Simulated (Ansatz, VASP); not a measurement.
# ScIn2Se2: VASP beside Ansatz

```xyz
5
Lattice="3.7972 0.0000 0.0000 -1.8986 3.2884 0.0000 0.0000 0.0000 11.1338" Properties=species:S:1:pos:R:3 pbc="T T T"
Sc    0.0000    0.0000    0.0000
In    0.0000    0.0000    7.2150
In    0.0000    0.0000    3.9188
Se    1.8986    1.0961    9.5465
Se    0.0000    2.1923    1.5873
```

Alike in both runs: functional PBE; k mesh 5 × 5 × 2; occupations gaussian, width 0.2 eV; no spin polarisation.

Ansatz relaxed the structure, and its values are those at the end. VASP's run is a single point on that final structure, the one shown.

|  | VASP | Ansatz |
| --- | --- | --- |
| version | VASP 6.6.1 | Ansatz 0.2.0 |
| potentials or method | VASP PAW PBE potentials, release 64 (Sc_sv, In_d, Se), cutoff 520 eV | scalar-relativistic, plane waves, PAW |
| valence electrons in the cell | 49 | 69 |

```csv
,VASP,Ansatz,Ansatz less VASP
gap on the k mesh at the Fermi level (eV),none,none,-
pressure (GPa),0.1,0.0,-0.07
rms of the force components (eV/Å),0.018,0.011,-0.0068
```

A gap of «none» marks a metal or a gap that the smearing closes. VASP's potentials hold 49 valence electrons a cell and Ansatz's 69, so a difference there can come from the potentials and not from the codes.

The k mesh is coarse, so the values compare programs but aren't converged.
